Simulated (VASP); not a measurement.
Wanted: the native input for a VASP 6.6.1 run.

```
Task                   : single point
Functional             : PBEsol
Potentials or basis    : VASP PAW PBE potentials, release 64 (Pd)
Cutoff                 : 520 eV
k mesh                 : 9 × 9 × 13
Occupations            : fermi-dirac, width 0.1 eV
Spin                   : no spin polarisation
Dipole correction      : no
Further INCAR settings : ALGO = Normal; EDIFF = 1e-06; NBANDS = 22
```

The structure of Pd lies in POSCAR:

```
Pd
1.0
    4.5960482717      0.0000000000      0.0000000000
   -2.2980241359      3.9802945603      0.0000000000
    0.0000000000      0.0000000000      2.7351318780
Pd
3
Direct
    0.0000000000      0.0000000000      0.0000000000
    0.3333333333      0.6666666667      0.5000000000
    0.6666666667      0.3333333333      0.5000000000
```

This isn't the form of Pd at room conditions, which is fcc.

The input as run:

INCAR

```
SYSTEM = Pd
PREC = Accurate
ENCUT = 520
EDIFF = 1E-6
ISMEAR = -1
SIGMA = 0.1
LREAL = .FALSE.
LASPH = .TRUE.
NELM = 100
ALGO = Normal
ISIF = 2
LWAVE = .FALSE.
LCHARG = .TRUE.
GGA = PS
LELF = .TRUE.
LVHAR = .TRUE.
NBANDS = 22
```

KPOINTS

```
regular mesh
0
G
  9 9 13
  0 0 0
```

Potentials or basis: VASP PAW PBE potentials, release 64 (Pd).

Run with:

```console
$ cat potpaw_PBE.64/Pd/POTCAR > POTCAR
$ mpirun -np 1 vasp_std > vasp.out
```

Results of the run:

| Property | Result |
| --- | --- |
| Pressure | -16.1 GPa |
| Band gap on the k mesh | zero (bands 15 and 16 overlap by 0.73 eV) |

Caveat: the cell stands under tension; the PAW data sets were made with another functional, which shifts forces and pressure a little.

It took 28 s on 1 thread of Intel(R) Xeon(R) 6975P-C (Granite Rapids) (shared host), peak memory 0.21 GiB.
